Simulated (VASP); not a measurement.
# In3Cu (R-3m) in VASP: a series of runs

The runs below take In3Cu through single point, with LDA.

All numbers are computed with VASP 6.6.1; they aren't measurements. Logs are shortened: lines on timing, memory, paths and dates and some standing lists are left out, and cuts for length are marked.

## 1. The cell of the first run

It takes space group R-3m (No. 166, trigonal). Conventional cell: a = 6.064 Å, b = 6.064 Å, c = 7.041 Å, α = 90.00°, β = 90.00°, γ = 120.00°. Within 3.9 Å of In (site symmetry 2/m) lie 8 In at 2.93 to 3.03 Å and 4 Cu at 2.93 to 3.03 Å. Cu (site symmetry -3m) has 12 In at 2.93 to 3.03 Å within 3.9 Å.

## 2. Single point, LDA (18.69 Å³/atom)

The input, INCAR:

```
SYSTEM = In3Cu
PREC = Accurate
ENCUT = 520
EDIFF = 1E-6
ISMEAR = 0
SIGMA = 0.15
LREAL = .FALSE.
LASPH = .TRUE.
NELM = 80
ALGO = Fast
ISIF = 2
LWAVE = .FALSE.
LCHARG = .TRUE.
LELF = .TRUE.
LVHAR = .TRUE.
NBANDS = 33
```

The input, KPOINTS:

```
Automatic mesh
0
G
  10 10 10
  0 0 0
```

The input, POSCAR:

```
In3Cu
1.0
    4.2136865309     -0.0743255426     -0.0743255426
   -0.0743255426      4.2136865309     -0.0743255426
   -0.0743255426     -0.0743255426      4.2136865309
In Cu
3 1
Direct
    0.0000000000      0.5000000000      0.5000000000
    0.5000000000      0.0000000000      0.5000000000
    0.5000000000      0.5000000000      0.0000000000
    0.0000000000      0.0000000000      0.0000000000
```

Potentials or basis: VASP PAW LDA potentials, release 64 (In_d, Cu).

Launch:

```
$ cat potpaw_LDA.64/In_d/POTCAR potpaw_LDA.64/Cu/POTCAR > POTCAR
$ mpirun -np 1 vasp_std > vasp.out
```

OUTCAR:

```text
SYSTEM = In3Cu
   PREC = Accurate
   ENCUT = 520
   EDIFF = 1E-6
   ISMEAR = 0
   LREAL = .FALSE.
   LASPH = .TRUE.
   NELM = 80
   ISIF = 2

 ion  position               nearest neighbor table
   1  0.000  0.500  0.500-   2 2.93   3 2.93   4 2.93   4 2.93   3 2.93   2 2.93   4 3.03   3 3.03
                             2 3.03   3 3.03   4 3.03   2 3.03
   2  0.500  0.000  0.500-   1 2.93   3 2.93   4 2.93   3 2.93   4 2.93   1 2.93   3 3.03   3 3.03
                             1 3.03   4 3.03   4 3.03   1 3.03
   3  0.500  0.500  0.000-   1 2.93   2 2.93   4 2.93   2 2.93   1 2.93   4 2.93   4 3.03   1 3.03
                             1 3.03   4 3.03   2 3.03   2 3.03
   4  0.000  0.000  0.000-   1 2.93   2 2.93   3 2.93   1 2.93   2 2.93   3 2.93   3 3.03   1 3.03
                             2 3.03   3 3.03   2 3.03   1 3.03

  LATTYP: Found a trigonal (rhomboedric) cell.
 ALAT       =     4.2149973610
 COS(alpha) =    -0.0349452721

  Lattice vectors:

 A1 = (   4.2136865309,  -0.0743255426,  -0.0743255426)
 A2 = (  -0.0743255426,   4.2136865309,  -0.0743255426)
 A3 = (  -0.0743255426,  -0.0743255426,   4.2136865309)

Analysis of symmetry for initial positions (statically):
=====================================================================
 Subroutine PRICEL returns:
 Original cell was already a primitive cell.

 Routine SETGRP: Setting up the symmetry group for a
 trigonal (rhombohedral) supercell.

 Subroutine GETGRP returns: Found 12 space group operations
 (whereof 12 operations were pure point group operations)
 out of a pool of 12 trial point group operations.

The static configuration has the point symmetry D_3d.

Analysis of symmetry for dynamics (positions and initial velocities):
=====================================================================
 Subroutine PRICEL returns:
 Original cell was already a primitive cell.

 Routine SETGRP: Setting up the symmetry group for a
 trigonal (rhombohedral) supercell.

 Subroutine GETGRP returns: Found 12 space group operations
 (whereof 12 operations were pure point group operations)
 out of a pool of 12 trial point group operations.

The dynamic configuration has the point symmetry D_3d.

 Subroutine INISYM returns: Found 12 space group operations
 (whereof 12 operations are pure point group operations),
 and found     1 'primitive' translations

----------------------------------------------------------------------------------------

                                     Primitive cell

  volume of cell :      74.7440

  direct lattice vectors                    reciprocal lattice vectors
     4.213686531 -0.074325543 -0.074325543     0.237472304  0.004264005  0.004264005
    -0.074325543  4.213686531 -0.074325543     0.004264005  0.237472304  0.004264005
    -0.074325543 -0.074325543  4.213686531     0.004264005  0.004264005  0.237472304

  length of vectors
     4.214997361  4.214997361  4.214997361     0.237548855  0.237548855  0.237548855

  position of ions in fractional coordinates (direct lattice)
     1.000000000  0.500000000  0.500000000
     0.500000000  1.000000000  0.500000000
     0.500000000  0.500000000  1.000000000
     0.000000000  0.000000000  0.000000000

  ion indices of the primitive-cell ions
   primitive index   ion index
                 1           1
                 2           2
                 3           3
                 4           4

----------------------------------------------------------------------------------------

 KPOINTS: Automatic mesh

Automatic generation of k-mesh.
 Grid dimensions read from file:
 generate k-points for:   10   10   10

 Generating k-lattice:

  Cartesian coordinates                     Fractional coordinates (reciprocal lattice)
     0.023747230  0.000426401  0.000426401     0.100000000 -0.000000000 -0.000000000
     0.000426401  0.023747230  0.000426401    -0.000000000  0.100000000 -0.000000000
     0.000426401  0.000426401  0.023747230    -0.000000000 -0.000000000  0.100000000

  Length of vectors
     0.023754886  0.023754886  0.023754886

  Shift w.r.t. Gamma in fractional coordinates (k-lattice)
     0.000000000  0.000000000  0.000000000

 Subroutine IBZKPT returns following result:
 ===========================================

 Found    116 irreducible k-points:

 Following reciprocal coordinates:
            Coordinates               Weight
  0.000000  0.000000  0.000000      1.000000
  0.100000 -0.000000 -0.000000      6.000000
  0.200000 -0.000000 -0.000000      6.000000
  0.300000 -0.000000 -0.000000      6.000000
  0.400000 -0.000000 -0.000000      6.000000
  0.500000 -0.000000 -0.000000      3.000000
[... 16 lines left out ...]
  0.300000  0.300000 -0.000000      6.000000
  0.400000  0.300000 -0.000000     12.000000
 [... further k-points ...]
   k-points           NKPTS =    116   k-points in BZ     NKDIM =    116   number of bands    NBANDS=     33
   number of dos      NEDOS =    301   number of ions     NIONS =      4
   total plane-waves  NPLWV =  32768
   dimension x,y,z NGX =    32 NGY =   32 NGZ =   32
   dimension x,y,z NGXF=    64 NGYF=   64 NGZF=   64
   ions per type =               3   1
   NGX,Y,Z   is equivalent  to a cutoff of  12.62, 12.62, 12.62 a.u.
   NGXF,Y,Z  is equivalent  to a cutoff of  25.24, 25.24, 25.24 a.u.
 SYSTEM =  In3Cu
   PREC   = accura    normal or accurate (medium, high low for compatibility)
   ISTART =      0    job   : 0-new  1-cont  2-samecut
   ICHARG =      2    charge: 1-file 2-atom 10-const
   ISPIN  =      1    spin polarized calculation?
   LNONCOLLINEAR =      F non collinear calculations
   LSORBIT =      F    spin-orbit coupling
   LASPH  =      T    aspherical Exc in radial PAW
   ENCUT  =  520.0 eV  38.22 Ry    6.18 a.u.   7.84  7.84  7.84*2*pi/ulx,y,z
   NELM   =     80;   NELMIN=  2; NELMDL= -5     # of ELM steps
   EDIFF  = 0.1E-05   stopping-criterion for ELM
   LREAL  =      F    real-space projection
   EDIFFG = 0.1E-04   stopping-criterion for IOM
   NSW    =      0    number of steps for IOM
   IBRION =     -1    ionic relax: 0-MD 1-quasi-New 2-CG
   NFREE  =      0    steps in history (QN), initial steepest desc. (CG)
   ISIF   =      2    stress and relaxation
   ISYM   =      2    0-nonsym 1-usesym 2-fastsym
   POTIM  = 0.5000    time-step for ionic-motion
   TEBEG  =    0.0;   TEEND  =   0.0 temperature during run
   PSTRESS=    0.0 pullay stress
   NELECT =      50.0000    total number of electrons
   NUPDOWN=      -1.0000    fix difference up-down
   EMIN   =  10.00;   EMAX   =-10.00  energy-range for DOS
   EFERMI =   0.00;   METHOD = LEGACY
   ISMEAR =     0;   SIGMA  =   0.15  broadening in eV -4-tet -1-fermi 0-gaus
   EFERMI_NEDOS =   21; number of points for ismear=-14 and -15
   IALGO  =     68    algorithm
   IMIX   =      4    mixing-type and parameters
     AMIX     =   0.40;   BMIX     =  1.00
     AMIX_MAG =   1.60;   BMIX_MAG =  1.00
  volume/ion in A,a.u.               =      18.69       126.10
  Fermi-wavevector in a.u.,A,eV,Ry     =   1.431768  2.705650 27.891403  2.049960
  Thomas-Fermi vector in A             =   2.551469
   LORBIT       =      0    0 simple, 1 ext, 2 COOP (PROOUT), +10 PAW based schemes
   GGA     = CA    functional components
   LHFCALC =     F    Hartree Fock is set to
   AEXX    =    0.0000 exact exchange contribution
   IVDW    =     0    specifies the selected vdW correction
   LEPSILON=     F    determine dielectric tensor
   LRPA    =     F    only Hartree local field effects (RPA)
 non-spin polarized calculation
 RMM-DIIS sequential band-by-band and
 Gauss-broadening in eV      SIGMA  =   0.15
  energy-cutoff  :      520.00
  volume of cell :       74.74
 maximum number of plane-waves:      2048
   NGX = 15   NGY = 15   NGZ = 15

 number of electron      50.0000037 magnetization

 Free energy of the ion-electron system (eV)
  ---------------------------------------------------
  ext. energy  EPLUGINS =         0.00000000
  ---------------------------------------------------
  free energy    TOTEN  =       -13.49980459 eV

  energy without entropy =      -13.48117266  energy(sigma->0) =      -13.49048862

 E-fermi :   9.7894     XC(G=0): -11.8685

 val. band max:        9.7885537918   @ k =  -0.4000   0.2000  -0.0000
 cond. band min:       9.7903425099   @ k =  -0.2000   0.3000   0.2000
 fundamental gap:      0.0017887181
 Fermi energy:         9.7893787359

 k-point     1 :       0.0000    0.0000    0.0000
  band No.  band energies     occupation
      1      -5.8000      2.00000
      2      -5.7571      2.00000
      3      -5.7571      2.00000
      4      -5.6764      2.00000
      5      -5.3936      2.00000
      6      -5.3936      2.00000
[... 25 lines left out ...]
     32      16.1041      0.00000
     33      16.3597      0.00000

 k-point     2 :       0.1000   -0.0000   -0.0000
  band No.  band energies     occupation
      1      -5.7785      2.00000
      2      -5.7458      2.00000
      3      -5.7332      2.00000
      4      -5.6594      2.00000
      5      -5.3884      2.00000
      6      -5.3753      2.00000
[... 25 lines left out ...]
     32      15.7410      0.00000
     33      16.3291      0.00000

 k-point     3 :       0.2000   -0.0000   -0.0000
  band No.  band energies     occupation
      1      -5.7295      2.00000
      2      -5.7092      2.00000
      3      -5.6633      2.00000
      4      -5.6026      2.00000
      5      -5.3742      2.00000
      6      -5.3236      2.00000
[... 25 lines left out ...]
     32      15.4609      0.00000
     33      16.6664      0.00000

 k-point     4 :       0.3000   -0.0000   -0.0000
  band No.  band energies     occupation
      1      -5.7023      2.00000
      2      -5.6238      2.00000
      3      -5.5524      2.00000
      4      -5.5023      2.00000
      5      -5.3537      2.00000
      6      -5.2478      2.00000
[... 673 lines left out ...]
     32      15.3073      0.00000
     33      17.1180      0.00000

 k-point    23 :       0.3000    0.3000   -0.0000
  band No.  band energies     occupation
      1      -5.5552      2.00000
      2      -5.5020      2.00000
      3      -5.4540      2.00000
      4      -5.3724      2.00000
      5      -5.3113      2.00000
      6      -5.1696      2.00000
[... 25 lines left out ...]
     32      16.2934      0.00000
     33      17.0812      0.00000

 k-point    24 :       0.4000    0.3000   -0.0000
  band No.  band energies     occupation
      1      -5.5151      2.00000
      2      -5.4509      2.00000
      3      -5.3739      2.00000
      4      -5.3340      2.00000
      5      -5.2867      2.00000
      6      -5.2029      2.00000
[... 25 lines left out ...]
     32      16.5515      0.00000
     33      17.3070      0.00000

 [... further k-points ...]
[... 5 lines left out ...]
  --------------------------------------------------------------------------------------
  -------------------------------------------------------------------------------------
  Total        4.3836760      4.3836760      4.3836760      0.0279801      0.0279801      0.0279801
  in kB       93.9664231     93.9664231     93.9664231      0.5997690      0.5997690      0.5997690
  external PRESSURE =      93.9664231 kB  Pullay stress =       0.0000000 kB

 VOLUME and BASIS-vectors are now :
 -----------------------------------------------------------------------------
  energy-cutoff  :      520.00
  volume of cell :       74.74
      direct lattice vectors                 reciprocal lattice vectors
     4.213686531 -0.074325543 -0.074325543     0.237472304  0.004264005  0.004264005
    -0.074325543  4.213686531 -0.074325543     0.004264005  0.237472304  0.004264005
    -0.074325543 -0.074325543  4.213686531     0.004264005  0.004264005  0.237472304

 POSITION                                       TOTAL-FORCE (eV/Angst)
 -----------------------------------------------------------------------------------
     -0.07433      2.06968      2.06968        -0.000000      0.000000     -0.000000
      2.06968     -0.07433      2.06968         0.000000     -0.000000     -0.000000
      2.06968      2.06968     -0.07433        -0.000000      0.000000      0.000000
      0.00000      0.00000      0.00000         0.000000      0.000000      0.000000
 -----------------------------------------------------------------------------------
    total drift:                                0.000000     -0.000000     -0.000000

  FREE ENERGIE OF THE ION-ELECTRON SYSTEM (eV)
  ---------------------------------------------------
  free  energy   TOTEN  =       -13.4998045855 eV

  energy  without entropy=      -13.4811726621  energy(sigma->0) =      -13.49048862
```

Run time: 98 s. Hardware: 1 thread of Intel Xeon 6975P-C (Granite Rapids), shared host; peak memory 0.33 GiB.

What came out:

| Item | Value |
| --- | --- |
| Free energy | -13.4998 eV |
| Pressure | 9.4 GPa |
| Band gap on the k mesh | zero (bands 25 and 26 overlap by 4.57 eV) |

Levels at points of the mesh, in eV from the Fermi level:
| k point | band 22 | band 23 | band 24 | band 25 | band 26 | band 27 | band 28 | band 29 |
| --- | --- | --- | --- | --- | --- | --- | --- | --- |
| (0.00, 0.00, 0.00) | -2.58 | -2.58 | -2.44 | -0.30 | -0.30 | 0.73 | 4.86 | 5.24 |
| (0.50, 0.00, 0.00) | -3.07 | -0.25 | 0.15 | 0.33 | 0.83 | 1.23 | 1.58 | 2.38 |
| (0.50, 0.50, 0.00) | -3.07 | -2.93 | -2.78 | 2.35 | 2.51 | 3.01 | 3.36 | 3.40 |
| (0.50, 0.50, 0.50) | -3.55 | -3.02 | -3.02 | -2.22 | -2.22 | -2.09 | -1.24 | 10.68 |

Caveat: the cell stands under pressure; spin-orbit coupling is left out, which moves the levels of the heavy elements.

## 3. Single point, LDA (19.23 Å³/atom)

This run uses another cell than the first one, of 19.23 Å³/atom.

The input, INCAR:

```
SYSTEM = In3Cu
PREC = Accurate
ENCUT = 520
EDIFF = 1E-6
ISMEAR = 0
SIGMA = 0.15
LREAL = .FALSE.
LASPH = .TRUE.
NELM = 100
ALGO = Fast
ISIF = 2
LWAVE = .FALSE.
LCHARG = .FALSE.
GGA = CA
NBANDS = 33
```

KPOINTS is that of step 2.

The input, POSCAR:

```
In3Cu
1.0
    4.2557067602     -0.1121072256     -0.1121072256
   -0.1121072256      4.2557067602     -0.1121072256
   -0.1121072256     -0.1121072256      4.2557067602
In Cu
3 1
Direct
    0.0000000000      0.5000000000      0.5000000000
    0.5000000000      0.0000000000      0.5000000000
    0.5000000000      0.5000000000      0.0000000000
    0.0000000000      0.0000000000      0.0000000000
```

Potentials or basis: VASP PAW LDA potentials, release 64 (In_d, Cu).

Launch:

```
$ cat potpaw_LDA.64/In_d/POTCAR potpaw_LDA.64/Cu/POTCAR > POTCAR
$ mpirun -np 1 vasp_std > vasp.out
```

OUTCAR:

```text
SYSTEM = In3Cu
   PREC = Accurate
   ENCUT = 520
   EDIFF = 1E-6
   ISMEAR = 0
   LREAL = .FALSE.
   LASPH = .TRUE.
   NELM = 100
   ISIF = 2
   GGA = CA

 ion  position               nearest neighbor table
   1  0.000  0.500  0.500-   2 2.93   3 2.93   4 2.93   4 2.93   3 2.93   2 2.93   4 3.09   3 3.09
                             2 3.09   3 3.09   4 3.09   2 3.09
   2  0.500  0.000  0.500-   1 2.93   3 2.93   4 2.93   3 2.93   4 2.93   1 2.93   3 3.09   3 3.09
                             1 3.09   4 3.09   4 3.09   1 3.09
   3  0.500  0.500  0.000-   1 2.93   2 2.93   4 2.93   2 2.93   1 2.93   4 2.93   4 3.09   1 3.09
                             1 3.09   4 3.09   2 3.09   2 3.09
   4  0.000  0.000  0.000-   1 2.93   2 2.93   3 2.93   1 2.93   2 2.93   3 2.93   3 3.09   1 3.09
[... 1070 lines left out ...]
  Total        1.6825986      1.6825986      1.6825986     -0.0254855     -0.0254855     -0.0254855
  in kB       35.0507254     35.0507254     35.0507254     -0.5308955     -0.5308955     -0.5308955
  external PRESSURE =      35.0507254 kB  Pullay stress =       0.0000000 kB

 VOLUME and BASIS-vectors are now :
 -----------------------------------------------------------------------------
  energy-cutoff  :      520.00
  volume of cell :       76.91
      direct lattice vectors                 reciprocal lattice vectors
     4.255706760 -0.112107226 -0.112107226     0.235314021  0.006366542  0.006366542
    -0.112107226  4.255706760 -0.112107226     0.006366542  0.235314021  0.006366542
    -0.112107226 -0.112107226  4.255706760     0.006366542  0.006366542  0.235314021

 POSITION                                       TOTAL-FORCE (eV/Angst)
 -----------------------------------------------------------------------------------
     -0.11211      2.07180      2.07180        -0.000000      0.000000      0.000000
      2.07180     -0.11211      2.07180        -0.000000     -0.000000     -0.000000
      2.07180      2.07180     -0.11211         0.000000     -0.000000      0.000000
      0.00000      0.00000      0.00000         0.000000      0.000000      0.000000
 -----------------------------------------------------------------------------------
    total drift:                                0.000000     -0.000000     -0.000000

  FREE ENERGIE OF THE ION-ELECTRON SYSTEM (eV)
  ---------------------------------------------------
  free  energy   TOTEN  =       -13.5730733243 eV

  energy  without entropy=      -13.5551305480  energy(sigma->0) =      -13.56410194
```

OSZICAR:

```text
N       E                     dE             d eps       ncg     rms          rms(c)
DAV:   1     0.479573335600E+03    0.47957E+03   -0.23757E+04  7712   0.237E+03
DAV:   2     0.393800425274E+02   -0.44019E+03   -0.42872E+03  7664   0.492E+02
DAV:   3    -0.126697773964E+02   -0.52050E+02   -0.50874E+02  8746   0.197E+02
[... 12 lines left out ...]
RMM:  16    -0.135730589696E+02   -0.23738E-04   -0.23295E-04 11598   0.943E-02    0.280E-02
RMM:  17    -0.135730648225E+02   -0.58529E-05   -0.84456E-05 11706   0.516E-02    0.364E-02
RMM:  18    -0.135730663366E+02   -0.15141E-05   -0.24692E-05 10213   0.317E-02    0.473E-02
RMM:  19    -0.135730794343E+02   -0.13098E-04   -0.54828E-05 11164   0.819E-02    0.893E-02
RMM:  20    -0.135730724596E+02    0.69748E-05   -0.10740E-05  8400   0.317E-02    0.753E-02
RMM:  21    -0.135730733243E+02   -0.86480E-06   -0.77856E-06  7240   0.124E-02
   1 F= -.13573073E+02 E0= -.13564102E+02  d E =-.179428E-01
```

stdout:

```text
POSCAR found type information on POSCAR InCu
 POSCAR found :  2 types and       4 ions
 scaLAPACK will be used
 LDA part: xc-table for (Slater(with rela. corr.)+CA(PZ))
 , standard interpolation
 POSCAR, INCAR and KPOINTS ok, starting setup
 FFT: planning ... GRIDC
 FFT: planning ... GRID_SOFT
 FFT: planning ... GRID
 WAVECAR not read
 entering main loop
```

Wall time 1.9 min (1 thread of Intel Xeon 6975P-C (Granite Rapids), shared host); peak memory 0.34 GiB.

Results:

```yaml
Free_energy: -13.5731 eV
Pressure: 3.5 GPa
Band_gap_on_the_k_mesh: zero (bands 25 and 26 overlap by 4.38 eV)
```

Levels at points of the mesh, in eV from the Fermi level:
```
           k point  band 23  band 24  band 25  band 26  band 27  band 28
(0.00, 0.00, 0.00)    -2.45    -2.25    -0.34    -0.34     0.74     4.49
(0.50, 0.00, 0.00)    -0.44     0.11     0.29     0.80     1.47     1.73
(0.50, 0.50, 0.00)    -2.81    -2.66     2.20     2.29     2.92     3.26
(0.50, 0.50, 0.50)    -2.90    -2.90    -2.19    -2.19    -2.06    -1.04
```

Caveat: the cell stands under pressure; spin-orbit coupling is left out, which moves the levels of the heavy elements.

(Part 1 of 2 ends here.)
